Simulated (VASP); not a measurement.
# YHg in VASP: further runs, part 3 of 3

VASP 6.6.1. The steps go on from the part before.

## (4) Single point, LDA (equal xy, yz and zx shear strains of -1 %)

INCAR reads:

```
SYSTEM = YHg
PREC = Accurate ; ENCUT = 520
EDIFF = 1E-6 ; ISMEAR = -1
SIGMA = 0.08 ; LREAL = .False.
LASPH = .True. ; NELM = 100
ALGO = Normal ; ISIF = 2
LWAVE = .False. ; LCHARG = .False.
GGA = CA ; NBANDS = 18
```

KPOINTS reads:

```
Automatic mesh
0
Gamma
  11 11 11
  0 0 0
```

POSCAR reads:

```
YHg
1.0
    3.6820000000     -0.0184100000     -0.0184100000
   -0.0184100000      3.6820000000     -0.0184100000
   -0.0184100000     -0.0184100000      3.6820000000
Y Hg
1 1
Direct
    0.5000000000      0.5000000000      0.5000000000
    0.0000000000      0.0000000000      0.0000000000
```

Run with:

```bash
> cat potpaw_LDA.64/Y_sv/POTCAR potpaw_LDA.64/Hg/POTCAR > POTCAR
> mpirun -np 1 vasp_std > vasp.out
```

It took 34 s on 1 thread of Intel Xeon 6975P-C (Granite Rapids), shared host; peak memory 0.26 GiB.

It converged, with:

```
Free energy            : -9.2040 eV
Pressure               : -3.3 GPa
Band gap on the k mesh : zero (an odd number of electrons rules out a gap without spin polarisation)
```

Stress tensor (GPa, compression positive):
```
-3.27  0.36  0.36
 0.36 -3.27  0.36
 0.36  0.36 -3.27
```

Levels at points of the mesh, in eV from the Fermi level:
```
           k point  band 8  band 9  band 10  band 11  band 12  band 13  band 14  band 15  band 16  band 17
(0.00, 0.00, 0.00)   -7.23   -7.19    -7.19     0.25     0.25     3.79     3.79     3.80     4.46     4.46
```

Caveat: the cell differs from its parent crystal (equal xy, yz and zx shear strains of -1 %); the cell stands under tension; spin-orbit coupling is left out, which moves the levels of the heavy elements.

## (5) Single point, LDA (equal xy, yz and zx shear strains of +1 %)

INCAR reads:

```
SYSTEM = YHg
ALGO = Normal
EDIFF = 1E-6
ENCUT = 520
ISIF = 2
ISMEAR = -1
LASPH = .TRUE.
LCHARG = .FALSE.
LREAL = .FALSE.
LWAVE = .FALSE.
NBANDS = 18
NELM = 60
PREC = Accurate
SIGMA = 0.08
```

KPOINTS reads:

```
k-points
0
G
  11 11 11
  0 0 0
```

POSCAR reads:

```
YHg
1.0
    3.6820000000      0.0184100000      0.0184100000
    0.0184100000      3.6820000000      0.0184100000
    0.0184100000      0.0184100000      3.6820000000
Y Hg
1 1
Direct
    0.5000000000      0.5000000000      0.5000000000
    0.0000000000      0.0000000000      0.0000000000
```

Run with:

```bash
> cat potpaw_LDA.64/Y_sv/POTCAR potpaw_LDA.64/Hg/POTCAR > POTCAR
> mpirun -np 1 vasp_std > vasp.out
```

Wall time 35 s (1 thread of Intel Xeon 6975P-C (Granite Rapids), shared host); peak memory 0.27 GiB.

It converged, with:

| Quantity | Value |
| --- | --- |
| Free energy | -9.2041 eV |
| Pressure | -3.3 GPa |
| Band gap on the k mesh | zero (an odd number of electrons rules out a gap without spin polarisation) |

Stress tensor (GPa, compression positive):
```
-3.27 -0.33 -0.33
-0.33 -3.27 -0.33
-0.33 -0.33 -3.27
```

Levels at points of the mesh, in eV from the Fermi level:
```
           k point  band 10  band 11  band 12  band 13  band 14  band 15
(0.00, 0.00, 0.00)    -7.18     0.25     0.25     3.78     3.80     3.80
```

Caveat: the cell differs from its parent crystal (equal xy, yz and zx shear strains of +1 %); the cell stands under tension; spin-orbit coupling is left out, which moves the levels of the heavy elements.

## (6) Single point, LDA (equal xy, yz and zx shear strains of +2 %)

INCAR reads:

```
ALGO = Normal ; EDIFF = 1E-6
ENCUT = 520 ; GGA = CA
ISIF = 2 ; ISMEAR = -1
LASPH = True ; LCHARG = False
LREAL = False ; LWAVE = False
NBANDS = 18 ; NELM = 60
PREC = Accurate ; SIGMA = 0.08
```

KPOINTS reads:

```
k-points
0
Gamma
  11 11 11
```

POSCAR reads:

```
YHg
1.0
    3.6820000000      0.0368200000      0.0368200000
    0.0368200000      3.6820000000      0.0368200000
    0.0368200000      0.0368200000      3.6820000000
Y Hg
1 1
Direct
    0.5000000000      0.5000000000      0.5000000000
    0.0000000000      0.0000000000      0.0000000000
```

Potentials or basis: VASP PAW LDA potentials, release 64 (Y_sv, Hg).

Run with:

```bash
> cat potpaw_LDA.64/Y_sv/POTCAR potpaw_LDA.64/Hg/POTCAR > POTCAR
> mpirun -np 1 vasp_std > vasp.out
```

OUTCAR:

```text
EDIFF = 1E-6
   ENCUT = 520
   GGA = CA
   ISIF = 2
   ISMEAR = -1
   LASPH = True
   LREAL = False
   NELM = 60
   PREC = Accurate

 ion  position               nearest neighbor table
   1  0.500  0.500  0.500-   2 3.17   2 3.17   2 3.17   2 3.17   2 3.17   2 3.17   2 3.25   2 3.25

   2  0.000  0.000  0.000-   1 3.17   1 3.17   1 3.17   1 3.17   1 3.17   1 3.17   1 3.25   1 3.25

  LATTYP: Found a trigonal (rhomboedric) cell.
 ALAT       =     3.6823681816
 COS(alpha) =     0.0200959808

  Lattice vectors:

 A1 = (   3.6820000000,   0.0368200000,   0.0368200000)
 A2 = (   0.0368200000,   3.6820000000,   0.0368200000)
 A3 = (   0.0368200000,   0.0368200000,   3.6820000000)

Analysis of symmetry for initial positions (statically):
=====================================================================
 Subroutine PRICEL returns:
 Original cell was already a primitive cell.

 Routine SETGRP: Setting up the symmetry group for a
 trigonal (rhombohedral) supercell.

 Subroutine GETGRP returns: Found 12 space group operations
 (whereof 12 operations were pure point group operations)
 out of a pool of 12 trial point group operations.
[... 155 lines left out ...]
  ---------------------------------------------------
  ext. energy  EPLUGINS =         0.00000000
  ---------------------------------------------------
  free energy    TOTEN  =        -9.19990864 eV

  energy without entropy =       -9.15445574  energy(sigma->0) =       -9.17718219

 E-fermi :   3.8427     XC(G=0): -10.8679

 val. band max:        3.8420861569   @ k =   0.1818   0.0909   0.0909
 cond. band min:       3.8457708022   @ k =   0.3636   0.2727   0.0909
 fundamental gap:      0.0036846453
 Fermi energy:         3.8426994526

 k-point     1 :       0.0000    0.0000    0.0000
  band No.  band energies     occupation
      1     -39.0627      2.00000
      2     -19.0715      2.00000
      3     -19.0715      2.00000
      4     -19.0601      2.00000
      5      -4.1556      2.00000
      6      -3.9392      2.00000
[... 481 lines left out ...]
      5      -3.8340      2.00000
      6      -3.6775      2.00000
[... 10 lines left out ...]
     17       8.7389      0.00000
     18      11.1991      0.00000

 [... further k-points ...]
[... 5 lines left out ...]
  --------------------------------------------------------------------------------------
  -------------------------------------------------------------------------------------
  Total       -0.9972841     -0.9972841     -0.9972841     -0.1942917     -0.1942917     -0.1942917
  in kB      -32.0189854    -32.0189854    -32.0189854     -6.2379641     -6.2379641     -6.2379641
  external PRESSURE =     -32.0189854 kB  Pullay stress =       0.0000000 kB

 VOLUME and BASIS-vectors are now :
 -----------------------------------------------------------------------------
  energy-cutoff  :      520.00
  volume of cell :       49.90
      direct lattice vectors                 reciprocal lattice vectors
     3.682000000  0.036820000  0.036820000     0.271645317 -0.002689558 -0.002689558
     0.036820000  3.682000000  0.036820000    -0.002689558  0.271645317 -0.002689558
     0.036820000  0.036820000  3.682000000    -0.002689558 -0.002689558  0.271645317

 POSITION                                       TOTAL-FORCE (eV/Angst)
 -----------------------------------------------------------------------------------
      1.87782      1.87782      1.87782        -0.000000      0.000000      0.000000
      0.00000      0.00000      0.00000         0.000000     -0.000000      0.000000
 -----------------------------------------------------------------------------------
    total drift:                                0.000000      0.000000      0.000000

  FREE ENERGIE OF THE ION-ELECTRON SYSTEM (eV)
  ---------------------------------------------------
  free  energy   TOTEN  =        -9.1999086415 eV

  energy  without entropy=       -9.1544557410  energy(sigma->0) =       -9.17718219
```

OSZICAR:

```text
N       E                     dE             d eps       ncg     rms          rms(c)
DAV:   1     0.136186780503E+03    0.13619E+03   -0.11865E+04  5320   0.123E+03
DAV:   2    -0.339682606070E+01   -0.13958E+03   -0.13542E+03  5692   0.308E+02
DAV:   3    -0.957855596765E+01   -0.61817E+01   -0.61296E+01  8306   0.535E+01
DAV:   4    -0.973035300081E+01   -0.15180E+00   -0.15146E+00  6428   0.588E+00
DAV:   5    -0.973228813046E+01   -0.19351E-02   -0.19337E-02  6538   0.586E-01    0.291E+01
DAV:   6    -0.929375074678E+01    0.43854E+00   -0.71492E-01  5912   0.737E+00    0.178E+01
DAV:   7    -0.920836994436E+01    0.85381E-01   -0.49858E-01  6020   0.424E+00    0.267E+00
DAV:   8    -0.920119917747E+01    0.71708E-02   -0.34952E-02  5788   0.133E+00    0.456E-01
DAV:   9    -0.919991910531E+01    0.12801E-02   -0.79434E-03  6406   0.622E-01    0.104E-01
DAV:  10    -0.919990908057E+01    0.10025E-04   -0.29949E-04  5970   0.994E-02    0.191E-02
DAV:  11    -0.919990864150E+01    0.43907E-06   -0.99179E-06  6166   0.230E-02
   1 F= -.91999086E+01 E0= -.91771822E+01  d E =-.454529E-01
```

Run time: 31 s. Hardware: 1 thread of Intel Xeon 6975P-C (Granite Rapids), shared host; peak memory 0.27 GiB.

What came out:

```yaml
Free_energy: -9.1999 eV
Pressure: -3.2 GPa
Band_gap_on_the_k_mesh: zero (an odd number of electrons rules out a gap without spin polarisation)
```

Caveat: the cell differs from its parent crystal (equal xy, yz and zx shear strains of +2 %); the cell stands under tension; spin-orbit coupling is left out, which moves the levels of the heavy elements.

## (7) Summary

```tsv
cell	gap on the mesh (eV)	pressure (GPa)
a = 3.756, b = 3.756, c = 3.682 Å, 2 atoms	none	-5.7
a = 3.682 Å, angles 91.1°, 2 atoms	none	-3.2
a = 3.682 Å, angles 90.6°, 2 atoms	none	-3.3
a = 3.682 Å, angles 89.4°, 2 atoms	none	-3.3
a = 3.682 Å, angles 88.8°, 2 atoms	none	-3.2
```

Alike in all rows: task single point; level LDA; potentials or basis VASP PAW LDA potentials, release 64 (Y_sv, Hg); no spin polarisation; k mesh 11 × 11 × 11; cutoff (eV) 520; smearing fermi-dirac 0.08 eV.

Caveats: the cell stands under tension; spin-orbit coupling is left out, which moves the levels of the heavy elements.

Total energies depend on the potentials used, so only differences within one code and one set of settings carry meaning.

The gap in the log of VASP goes by the Fermi energy; the results here count the filled bands.